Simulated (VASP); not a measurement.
Set up this calculation in VASP 6.6.1, as the native input.

```
Task                   : single point
Functional             : PBE
Potentials or basis    : VASP PAW PBE potentials, release 64 (Cs_sv, Hf_pv)
Cutoff                 : 520 eV
k mesh                 : 14 × 14 × 14
Occupations            : gaussian, width 0.1 eV
Spin                   : no spin polarisation
Dipole correction      : no
Further INCAR settings : ALGO = Fast; EDIFF = 1e-06; NBANDS = 16
```

The structure of CsHf lies in POSCAR:

```
CsHf
1.0
    0.0000000000      3.5316241397      3.5316241397
    3.5316241397      0.0000000000      3.5316241397
    3.5316241397      3.5316241397      0.0000000000
Cs Hf
1 1
Direct
    0.0000000000      0.0000000000      0.0000000000
    0.5000000000      0.5000000000      0.5000000000
```

One way to write it, as run:

INCAR

```
ALGO     = Fast           # electronic algorithm
EDIFF    = 1E-6           # SCF threshold, eV
ENCUT    = 520            # plane-wave cutoff, eV
GGA      = PE             # functional
ISIF     = 2              # what is computed and relaxed
ISMEAR   = 0              # smearing method
LASPH    = True           # aspherical terms in the spheres
LCHARG   = False          # write CHGCAR
LREAL    = False          # projectors in reciprocal space
LWAVE    = False          # write WAVECAR
NBANDS   = 16             # bands
NELM     = 100            # most SCF steps
PREC     = Accurate       # precision mode
SIGMA    = 0.1            # smearing width, eV
```

KPOINTS

```
k-points
0
Gamma
  14 14 14
```

Potentials or basis: VASP PAW PBE potentials, release 64 (Cs_sv, Hf_pv).

Command:

```console
$ cat potpaw_PBE.64/Cs_sv/POTCAR potpaw_PBE.64/Hf_pv/POTCAR > POTCAR
$ mpirun -np 1 vasp_std > vasp.out
```

Results of the run:

| Property | Result |
| --- | --- |
| Pressure | 0.0 GPa |

It took 110 s on 1 thread of Intel(R) Xeon(R) 6975P-C (Granite Rapids), on a shared host, peak memory 0.34 GiB.
